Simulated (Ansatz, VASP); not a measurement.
# Zn2SbO3 in VASP and in Ansatz

```
Zn Sb O
1.0
     4.99772    0.00000    0.00000
     0.00000    6.04282    0.00000
     0.00000    0.00000    3.62103
Zn Sb O
2 1 3
Direct
  0.50000 0.68764 0.50000
  0.50000 0.31236 0.50000
  0.00000 0.00000 0.50000
  0.00000 0.50000 0.68478
  0.00000 0.50000 0.31522
  0.50000 0.00000 0.50000
```

Alike in both runs: functional PBE; k mesh 6 × 4 × 4; occupations gaussian, width 0.1 eV; no spin polarisation.

Ansatz relaxed the structure, and its values are those at the end. VASP's run is a single point on that final structure, the one shown.

|  | VASP | Ansatz |
| --- | --- | --- |
| version | VASP 6.6.1 | Ansatz 0.2.0 |
| potentials or method | VASP PAW PBE potentials, release 64 (Zn, Sb_d_GW, O), cutoff 600 eV | scalar-relativistic, plane waves, PAW |
| valence electrons in the cell | 57 | 57 |

Ansatz gave:

| Quantity | Value |
| --- | --- |
| gap on the k mesh at the Fermi level (eV) | none |
| pressure (GPa) | 0.1 |
| rms of the force components (eV/Å) | 0.003 |

Task: What did VASP give for the same quantities?

Result: gap on the k mesh at the Fermi level (eV): none; pressure (GPa): 0.5; rms of the force components (eV/Å): 0.149.

A gap of «none» marks a metal or a gap that the smearing closes. One of these differences is far larger than is usual between the two programs; its cause wasn't traced. With one functional, cell and mesh, what is left measures potentials, basis and numerics.

The k mesh is coarse, so the values compare programs but aren't converged. Spin-orbit coupling is off throughout.
